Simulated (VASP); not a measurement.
## In: single point with LDA

In:

```
CELL_PARAMETERS angstrom
-1.89499 1.89499 1.89499
1.89499 -1.89499 1.89499
1.89499 1.89499 -1.89499
ATOMIC_POSITIONS crystal
In 0.00000 0.00000 0.00000
```

- Program: VASP 6.6.1
- Task: single point
- Functional: LDA
- Potentials or basis: VASP PAW LDA potentials, release 64 (In_d)
- Cutoff: 520 eV
- k mesh: 10 × 10 × 10
- Occupations: fermi-dirac, width 0.05 eV
- Spin: no spin polarisation
- Dipole correction: no
- Further INCAR settings: ALGO = Fast; EDIFF = 1e-07; NBANDS = 12

- Pressure: -3.5 GPa

Levels at points of the mesh, in eV from the Fermi level:
```
           k point  band 3  band 4  band 5  band 6  band 7  band 8  band 9  band 10
(0.00, 0.00, 0.00)  -14.47  -14.21  -14.21   -9.21   10.61   10.61   10.61    13.06
(0.50, 0.00, 0.00)  -14.23  -14.22  -14.05   -3.90   -2.92    5.74    7.25    10.03
(0.50, 0.50, 0.50)  -14.09  -14.09  -14.09    0.69    1.32    1.32    1.32     5.42
```

It took 13 s on 1 thread of Intel Xeon 8259CL, with other jobs on the host, peak memory 0.13 GiB.

Caveat: spin-orbit coupling is left out, which moves the levels of the heavy elements.
